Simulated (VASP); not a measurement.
# Li (Im-3m) in VASP: notebook

The runs below take Li through single point, with PBE+D3(BJ).

Program: VASP 6.6.1. These are calculated values, not measurements. Logs are shortened: lines on timing, memory, paths and dates and some standing lists are left out, and cuts for length are marked.

### 1 The cell of the first run

Symmetry: Im-3m, No. 229, cubic system. The conventional cell has a = 3.338 Å, b = 3.338 Å, c = 3.338 Å, α = 90.00°, β = 90.00°, γ = 90.00°. Li (site symmetry m-3m) has 14 Li at 2.89 to 3.34 Å within 3.8 Å.

### 2 Single point, PBE+D3(BJ)

The input, INCAR:

```
SYSTEM = Li
ALGO = Normal
EDIFF = 1E-6
ENCUT = 520
GGA = PE
ISIF = 2
ISMEAR = -1
IVDW = 12
LASPH = .TRUE.
LCHARG = .FALSE.
LREAL = .FALSE.
LWAVE = .FALSE.
NBANDS = 8
NELM = 100
PREC = Accurate
SIGMA = 0.1
```

The input, KPOINTS:

```
k-points
0
G
  8 8 8
  0 0 0
```

The input, POSCAR:

```
Li
1.0
   -1.6688805358      1.6688805358      1.6688805358
    1.6688805358     -1.6688805358      1.6688805358
    1.6688805358      1.6688805358     -1.6688805358
Li
1
Direct
    0.0000000000      0.0000000000      0.0000000000
```

Potentials or basis: VASP PAW PBE potentials, release 64 (Li_sv).

The run is started by

```bash
$ cat potpaw_PBE.64/Li_sv/POTCAR > POTCAR
$ mpirun -np 1 vasp_std > vasp.out
```

OUTCAR:

```text
SYSTEM = Li
   EDIFF = 1E-6
   ENCUT = 520
   GGA = PE
   ISIF = 2
   ISMEAR = -1
   IVDW = 12
   LASPH = .TRUE.
   LREAL = .FALSE.
   NELM = 100
   PREC = Accurate
 IVDW          = 12

 ion  position               nearest neighbor table
   1  0.000  0.000  0.000-

  LATTYP: Found a body centered cubic cell.
 ALAT       =     3.3377610716

  Lattice vectors:

 A1 = (  -1.6688805358,   1.6688805358,   1.6688805358)
 A2 = (   1.6688805358,  -1.6688805358,   1.6688805358)
 A3 = (   1.6688805358,   1.6688805358,  -1.6688805358)

Analysis of symmetry for initial positions (statically):
=====================================================================
 Subroutine PRICEL returns:
 Original cell was already a primitive cell.

 Routine SETGRP: Setting up the symmetry group for a
 body centered cubic supercell.

 Subroutine GETGRP returns: Found 48 space group operations
 (whereof 48 operations were pure point group operations)
 out of a pool of 48 trial point group operations.

The static configuration has the point symmetry O_h .

Analysis of symmetry for dynamics (positions and initial velocities):
=====================================================================
 Subroutine PRICEL returns:
 Original cell was already a primitive cell.

 Routine SETGRP: Setting up the symmetry group for a
 body centered cubic supercell.

 Subroutine GETGRP returns: Found 48 space group operations
 (whereof 48 operations were pure point group operations)
 out of a pool of 48 trial point group operations.

The dynamic configuration has the point symmetry O_h .

 Subroutine INISYM returns: Found 48 space group operations
 (whereof 48 operations are pure point group operations),
 and found     1 'primitive' translations

----------------------------------------------------------------------------------------

                                     Primitive cell

  volume of cell :      18.5924

  direct lattice vectors                    reciprocal lattice vectors
    -1.668880536  1.668880536  1.668880536     0.000000000  0.299602032  0.299602032
     1.668880536 -1.668880536  1.668880536     0.299602032  0.000000000  0.299602032
     1.668880536  1.668880536 -1.668880536     0.299602032  0.299602032  0.000000000

  length of vectors
     2.890585880  2.890585880  2.890585880     0.423701257  0.423701257  0.423701257

  position of ions in fractional coordinates (direct lattice)
     0.000000000  0.000000000  0.000000000

  ion indices of the primitive-cell ions
   primitive index   ion index
                 1           1

----------------------------------------------------------------------------------------

 KPOINTS: k-points

Automatic generation of k-mesh.
 Grid dimensions read from file:
 generate k-points for:    8    8    8

 Generating k-lattice:

  Cartesian coordinates                     Fractional coordinates (reciprocal lattice)
     0.000000000  0.037450254  0.037450254     0.125000000  0.000000000  0.000000000
     0.037450254  0.000000000  0.037450254     0.000000000  0.125000000  0.000000000
     0.037450254  0.037450254  0.000000000     0.000000000  0.000000000  0.125000000

  Length of vectors
     0.052962657  0.052962657  0.052962657

  Shift w.r.t. Gamma in fractional coordinates (k-lattice)
     0.000000000  0.000000000  0.000000000

 Subroutine IBZKPT returns following result:
 ===========================================

 Found     29 irreducible k-points:

 Following reciprocal coordinates:
            Coordinates               Weight
  0.000000  0.000000  0.000000      1.000000
  0.125000  0.000000  0.000000     12.000000
  0.250000  0.000000  0.000000     12.000000
  0.375000  0.000000  0.000000     12.000000
  0.500000  0.000000  0.000000      6.000000
  0.125000  0.125000  0.000000     24.000000
[... 16 lines left out ...]
 -0.250000  0.250000  0.250000      6.000000
 -0.375000  0.375000  0.250000     24.000000
 [... further k-points ...]
   k-points           NKPTS =     29   k-points in BZ     NKDIM =     29   number of bands    NBANDS=      8
   number of dos      NEDOS =    301   number of ions     NIONS =      1
   total plane-waves  NPLWV =  13824
   dimension x,y,z NGX =    24 NGY =   24 NGZ =   24
   dimension x,y,z NGXF=    48 NGYF=   48 NGZF=   48
   ions per type =               1
   NGX,Y,Z   is equivalent  to a cutoff of  13.80, 13.80, 13.80 a.u.
   NGXF,Y,Z  is equivalent  to a cutoff of  27.61, 27.61, 27.61 a.u.
 SYSTEM =  Li
   PREC   = accura    normal or accurate (medium, high low for compatibility)
   ISTART =      0    job   : 0-new  1-cont  2-samecut
   ICHARG =      2    charge: 1-file 2-atom 10-const
   ISPIN  =      1    spin polarized calculation?
   LNONCOLLINEAR =      F non collinear calculations
   LSORBIT =      F    spin-orbit coupling
   LASPH  =      T    aspherical Exc in radial PAW
   ENCUT  =  520.0 eV  38.22 Ry    6.18 a.u.   5.37  5.37  5.37*2*pi/ulx,y,z
   NELM   =    100;   NELMIN=  2; NELMDL= -5     # of ELM steps
   EDIFF  = 0.1E-05   stopping-criterion for ELM
   LREAL  =      F    real-space projection
   EDIFFG = 0.1E-04   stopping-criterion for IOM
   NSW    =      0    number of steps for IOM
   IBRION =     -1    ionic relax: 0-MD 1-quasi-New 2-CG
   NFREE  =      0    steps in history (QN), initial steepest desc. (CG)
   ISIF   =      2    stress and relaxation
   ISYM   =      2    0-nonsym 1-usesym 2-fastsym
   POTIM  = 0.5000    time-step for ionic-motion
   TEBEG  =    0.0;   TEEND  =   0.0 temperature during run
   PSTRESS=    0.0 pullay stress
   NELECT =       3.0000    total number of electrons
   NUPDOWN=      -1.0000    fix difference up-down
   EMIN   =  10.00;   EMAX   =-10.00  energy-range for DOS
   EFERMI =   0.00;   METHOD = LEGACY
   ISMEAR =    -1;   SIGMA  =   0.10  broadening in eV -4-tet -1-fermi 0-gaus
   EFERMI_NEDOS =   21; number of points for ismear=-14 and -15
   IALGO  =     38    algorithm
   IMIX   =      4    mixing-type and parameters
     AMIX     =   0.40;   BMIX     =  1.00
     AMIX_MAG =   1.60;   BMIX_MAG =  1.00
  volume/ion in A,a.u.               =      18.59       125.47
  Fermi-wavevector in a.u.,A,eV,Ry     =   0.891258  1.684233 10.807658  0.794340
  Thomas-Fermi vector in A             =   2.013055
   LORBIT       =      0    0 simple, 1 ext, 2 COOP (PROOUT), +10 PAW based schemes
   GGA     = PE    functional components
   LHFCALC =     F    Hartree Fock is set to
   AEXX    =    0.0000 exact exchange contribution
   IVDW    =    12    specifies the selected vdW correction
   LEPSILON=     F    determine dielectric tensor
   LRPA    =     F    only Hartree local field effects (RPA)
 non-spin polarized calculation
  energy-cutoff  :      520.00
  volume of cell :       18.59
 maximum number of plane-waves:       531
 NGX is ok and might be reduce to    24
   NGX = 11   NGY = 11   NGZ = 11

 number of electron       3.0000005 magnetization

 Free energy of the ion-electron system (eV)
  ---------------------------------------------------
  ext. energy  EPLUGINS =         0.00000000
  ---------------------------------------------------
  free energy    TOTEN  =        -1.89815228 eV

  energy without entropy =       -1.87662166  energy(sigma->0) =       -1.88738697

 E-fermi :   0.8968     XC(G=0):  -7.2577

 val. band max:        0.8535963457   @ k =   0.2500   0.2500   0.0000
 cond. band min:       0.9670553261   @ k =   0.3750   0.1250   0.0000
 fundamental gap:      0.1134589804
 Fermi energy:         0.8968376256

 k-point     1 :       0.0000    0.0000    0.0000
  band No.  band energies     occupation
      1     -45.5110      2.00000
      2      -2.7948      2.00000
      3      16.4115      0.00000
      4      16.4115      0.00000
      5      16.4115      0.00000
      6      21.3653      0.00000
      7      21.3653      0.00000
      8      21.3653      0.00000

 k-point     2 :       0.1250    0.0000    0.0000
  band No.  band energies     occupation
      1     -45.5069      2.00000
      2      -2.4899      2.00000
      3      14.2989      0.00000
      4      15.1401      0.00000
      5      15.8670      0.00000
      6      19.0174      0.00000
      7      19.0644      0.00000
      8      21.1763      0.00000

 k-point     3 :       0.2500    0.0000    0.0000
  band No.  band energies     occupation
      1     -45.4972      2.00000
      2      -1.5765      2.00000
      3      10.1114      0.00000
      4      13.4074      0.00000
      5      14.6989      0.00000
      6      16.9399      0.00000
      7      18.6158      0.00000
      8      21.6837      0.00000

 k-point     4 :       0.3750    0.0000    0.0000
  band No.  band energies     occupation
      1     -45.4876      2.00000
      2      -0.1102      1.99992
      3       6.4091      0.00000
      4      12.2680      0.00000
      5      13.7584      0.00000
      6      15.6834      0.00000
      7      18.9059      0.00000
      8      23.3283      0.00000

 k-point     5 :       0.5000    0.0000    0.0000
  band No.  band energies     occupation
      1     -45.4837      2.00000
      2       1.1002      0.23150
      3       4.4317      0.00000
      4      11.8794      0.00000
      5      13.4189      0.00000
      6      15.2639      0.00000
      7      19.1469      0.00000
      8      24.8158      0.00000
[... 177 lines left out ...]
 k-point    22 :       0.2500    0.2500    0.2500
  band No.  band energies     occupation
      1     -45.4814      2.00000
      2       4.4260      0.00000
      3       4.4260      0.00000
      4       4.4260      0.00000
      5      10.1055      0.00000
      6      25.9545      0.00000
      7      25.9545      0.00000
      8      25.9545      0.00000

 k-point    23 :      -0.2500    0.2500    0.2500
  band No.  band energies     occupation
      1     -45.4859      2.00000
      2      -0.2974      1.99999
      3       9.9220      0.00000
      4       9.9220      0.00000
      5      12.4157      0.00000
      6      14.5244      0.00000
      7      22.9276      0.00000
      8      22.9276      0.00000

 k-point    24 :      -0.3750    0.3750    0.2500
  band No.  band energies     occupation
      1     -45.4778      2.00000
      2       1.2724      0.04569
      3       7.1297      0.00000
      4       8.7274      0.00000
      5      12.3358      0.00000
      6      14.6762      0.00000
      7      19.1614      0.00000
      8      22.4714      0.00000

 [... further k-points ...]

------------------------ aborting loop because EDIFF is reached ----------------------------------------

 Edisp (eV)   -0.18428

 E8    (eV) :    -0.0766

  FORCE on cell =-STRESS in cart. coord.  units (eV):
  Direction    XX          YY          ZZ          XY          YZ          ZX
  --------------------------------------------------------------------------------------
  -------------------------------------------------------------------------------------
  Total      -0.03113    -0.03113    -0.03113     0.00000    -0.00000     0.00000
  in kB      -2.68255    -2.68255    -2.68255     0.00000    -0.00000     0.00000
  external pressure =       -2.68 kB  Pullay stress =        0.00 kB

 VOLUME and BASIS-vectors are now :
 -----------------------------------------------------------------------------
  energy-cutoff  :      520.00
  volume of cell :       18.59
      direct lattice vectors                 reciprocal lattice vectors
    -1.668880536  1.668880536  1.668880536     0.000000000  0.299602032  0.299602032
     1.668880536 -1.668880536  1.668880536     0.299602032  0.000000000  0.299602032
     1.668880536  1.668880536 -1.668880536     0.299602032  0.299602032  0.000000000

 POSITION                                       TOTAL-FORCE (eV/Angst)
 -----------------------------------------------------------------------------------
      0.00000      0.00000      0.00000        -0.000000      0.000000      0.000000
 -----------------------------------------------------------------------------------
    total drift:                                0.000000      0.000000     -0.000000

  FREE ENERGIE OF THE ION-ELECTRON SYSTEM (eV)
  ---------------------------------------------------
  free  energy   TOTEN  =        -2.0824357660 eV

  energy  without entropy=       -2.0609051443  energy(sigma->0) =       -2.07167046
```

Run time: 3.2 s. Hardware: 1 thread of Intel Xeon Platinum 8488C (Sapphire Rapids), shared host; peak memory 0.13 GiB.

What came out:

```
Free energy                : -2.0824 eV
Band gap on the k mesh     : zero (an odd number of electrons rules out a gap without spin polarisation)
Dispersion energy per atom : -0.184 eV
```

Caveat: the cutoff is under 1.25 times the usual one of these potentials, so pressure, stress and relaxed cells hold a basis-set (Pulay) error; three body term missing.

### 3 Single point, PBE+D3(BJ)

This run uses another cell than the first one, of 21.61 Å³/atom.

The input, INCAR:

```
PREC     = Accurate       # precision mode
ENCUT    = 520            # plane-wave cutoff, eV
EDIFF    = 1E-7           # SCF threshold, eV
ISMEAR   = -1             # smearing method
SIGMA    = 0.1            # smearing width, eV
LREAL    = F              # projectors in reciprocal space
LASPH    = T              # aspherical terms in the spheres
NELM     = 100            # most SCF steps
ALGO     = Normal         # electronic algorithm
ISIF     = 2              # what is computed and relaxed
LWAVE    = F              # write WAVECAR
LCHARG   = F              # write CHGCAR
GGA      = PE             # functional
IVDW     = 12             # dispersion correction
NBANDS   = 8              # bands
```

The input, KPOINTS:

```
regular mesh
0
Gamma
  8 8 8
```

The input, POSCAR:

```
Li
1.0
   -1.7546500000      1.7546500000      1.7546500000
    1.7546500000     -1.7546500000      1.7546500000
    1.7546500000      1.7546500000     -1.7546500000
Li
1
Direct
    0.0000000000      0.0000000000      0.0000000000
```

Potentials or basis: VASP PAW PBE potentials, release 64 (Li_sv).

The run is started by

```bash
$ cat potpaw_PBE.64/Li_sv/POTCAR > POTCAR
$ mpirun -np 1 vasp_std > vasp.out
```

OUTCAR:

```text
PREC = Accurate
   ENCUT = 520
   EDIFF = 1E-7
   ISMEAR = -1
   LREAL = F
   LASPH = T
   NELM = 100
   ISIF = 2
   GGA = PE
   IVDW = 12
 IVDW          = 12

 ion  position               nearest neighbor table
   1  0.000  0.000  0.000-

  LATTYP: Found a body centered cubic cell.
 ALAT       =     3.5093000000

  Lattice vectors:

 A1 = (  -1.7546500000,   1.7546500000,   1.7546500000)
[... 441 lines left out ...]
      6      12.6969      0.00000
      7      17.0056      0.00000
      8      20.0144      0.00000

 [... further k-points ...]

------------------------ aborting loop because EDIFF is reached ----------------------------------------

 Edisp (eV)   -0.15881

 E8    (eV) :    -0.0663

  FORCE on cell =-STRESS in cart. coord.  units (eV):
  Direction    XX          YY          ZZ          XY          YZ          ZX
  --------------------------------------------------------------------------------------
  -------------------------------------------------------------------------------------
  Total      -0.26637    -0.26637    -0.26637    -0.00000    -0.00000     0.00000
  in kB     -19.74977   -19.74977   -19.74977    -0.00000    -0.00000     0.00000
  external pressure =      -19.75 kB  Pullay stress =        0.00 kB

 VOLUME and BASIS-vectors are now :
 -----------------------------------------------------------------------------
  energy-cutoff  :      520.00
  volume of cell :       21.61
      direct lattice vectors                 reciprocal lattice vectors
    -1.754650000  1.754650000  1.754650000     0.000000000  0.284957114  0.284957114
     1.754650000 -1.754650000  1.754650000     0.284957114  0.000000000  0.284957114
     1.754650000  1.754650000 -1.754650000     0.284957114  0.284957114  0.000000000

 POSITION                                       TOTAL-FORCE (eV/Angst)
 -----------------------------------------------------------------------------------
      0.00000      0.00000      0.00000        -0.000000      0.000000     -0.000000
 -----------------------------------------------------------------------------------
    total drift:                                0.000000      0.000000     -0.000000

  FREE ENERGIE OF THE ION-ELECTRON SYSTEM (eV)
  ---------------------------------------------------
  free  energy   TOTEN  =        -2.0617117985 eV

  energy  without entropy=       -2.0399712548  energy(sigma->0) =       -2.05084153
```

stdout:

```text
POSCAR found type information on POSCAR Li
 POSCAR found :  1 types and       1 ions
 scaLAPACK will be used
 LDA part: xc-table for (Slater+PW92), standard interpolation
 POSCAR, INCAR and KPOINTS ok, starting setup
 FFT: planning ... GRIDC
 FFT: planning ... GRID_SOFT
 FFT: planning ... GRID
 WAVECAR not read
 entering main loop
```

Wall time 3.4 s (1 thread of Intel Xeon Platinum 8488C (Sapphire Rapids), shared host); peak memory 0.13 GiB.

What came out:

```yaml
Free_energy: -2.0617 eV
Band_gap_on_the_k_mesh: zero (an odd number of electrons rules out a gap without spin polarisation)
Dispersion_energy_per_atom: -0.159 eV
```

Caveat: the cutoff is under 1.25 times the usual one of these potentials, so pressure, stress and relaxed cells hold a basis-set (Pulay) error; three body term missing.

The gap in the log of VASP goes by the Fermi energy; the results here count the filled bands.